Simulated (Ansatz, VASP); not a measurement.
Two plane-wave programs on AlN

```
Al N
1.0
     0.00000    2.20159    2.20159
     2.20159    0.00000    2.20159
     2.20159    2.20159    0.00000
Al N
1 1
Direct
  0.00000 0.00000 0.00000
  0.75000 0.75000 0.75000
```

Alike in both runs: task relaxation of cell and atoms; functional LDA; k mesh 10 × 10 × 10; occupations gaussian, width 0.02 eV; no spin polarisation.

|  | VASP | Ansatz |
| --- | --- | --- |
| version | VASP 6.6.1 | Ansatz 0.2.0 |
| potentials or method | VASP PAW LDA potentials, release 64 (Al, N), cutoff 600 eV | scalar-relativistic, plane waves, PAW |
| valence electrons in the cell | 8 | 8 |

Ansatz gave:

* gap on the k mesh at the Fermi level, each at its own relaxed structure (eV): 3.25
* relaxed volume (Å³/atom): 10.23
* relaxed cell length with the largest relative difference (Å): 3.070

What did VASP give for the same quantities?

gap on the k mesh at the Fermi level, each at its own relaxed structure (eV): 3.23; relaxed volume (Å³/atom): 10.26; relaxed cell length with the largest relative difference (Å): 3.073.

LDA's correlation is that of Perdew and Zunger in VASP and of Perdew and Wang (1992) in Ansatz.
